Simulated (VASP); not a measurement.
Here is a VASP 6.6.1 calculation.

File INCAR:

```
SYSTEM = NaCl
ALGO = Normal ; EDIFF = 1E-7
ENCUT = 520 ; GGA = PE
ISIF = 2 ; ISMEAR = 0
LASPH = .True. ; LCHARG = .False.
LREAL = .False. ; LWAVE = .False.
NBANDS = 14 ; NELM = 100
PREC = Accurate ; SIGMA = 0.01
```

KPOINTS

```
k-points
0
Gamma
  4 4 4
  0 0 0
```

POSCAR

```
NaCl
1.0
    0.0000000000      2.8027319622      2.8027319622
    2.7166880909      0.0000000000      2.8027319622
    2.7166880909      2.8027319622      0.0000000000
Na Cl
1 1
Direct
    0.0000000000      0.0000000000      0.0000000000
    0.5000000000      0.5000000000      0.5000000000
```

Potentials or basis: VASP PAW PBE potentials, release 64 (Na_pv, Cl).

Launch:

```bash
$ cat potpaw_PBE.64/Na_pv/POTCAR potpaw_PBE.64/Cl/POTCAR > POTCAR
$ mpirun -np 1 vasp_std > vasp.out
```

Task: Estimate the pressure.

Result: 2.3 GPa.

Task: What does it give for the band gap on the k mesh?

Result: 5.30 eV.

Stress tensor (GPa, compression positive):
```
3.54 0.00 0.00
0.00 1.72 0.00
0.00 0.00 1.72
```

Caveat: the k points lie up to 0.49 Å⁻¹ apart; the cell differs from its parent crystal (uniaxial x strain -3.1%).
